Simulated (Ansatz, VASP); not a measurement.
## SiC in VASP and in Ansatz

```
Si C
1.0
     0.00000    2.17805    2.17805
     2.17805    0.00000    2.17805
     2.17805    2.17805    0.00000
Si C
1 1
Direct
  0.00000 0.00000 0.00000
  0.25000 0.25000 0.25000
```

Alike in both runs: task single point; functional PBE; k mesh 10 × 10 × 10; occupations fermi-dirac, width 0.02 eV; no spin polarisation.

|  | VASP | Ansatz |
| --- | --- | --- |
| version | VASP 6.6.1 | Ansatz 0.2.0 |
| potentials or method | VASP PAW PBE potentials, release 64 (Si, C) | plane waves, PAW |
| plane-wave cutoff (eV) | 520 | 420 |
| valence electrons in the cell | 8 | 8 |

Ansatz gave:

| Item | Value |
| --- | --- |
| gap on the k mesh at the Fermi level (eV) | 1.36 |
| pressure (GPa) | 3.6 |

**Question.** Estimate VASP's values.

**Answer.** gap on the k mesh at the Fermi level (eV): 1.36; pressure (GPa): 3.5.
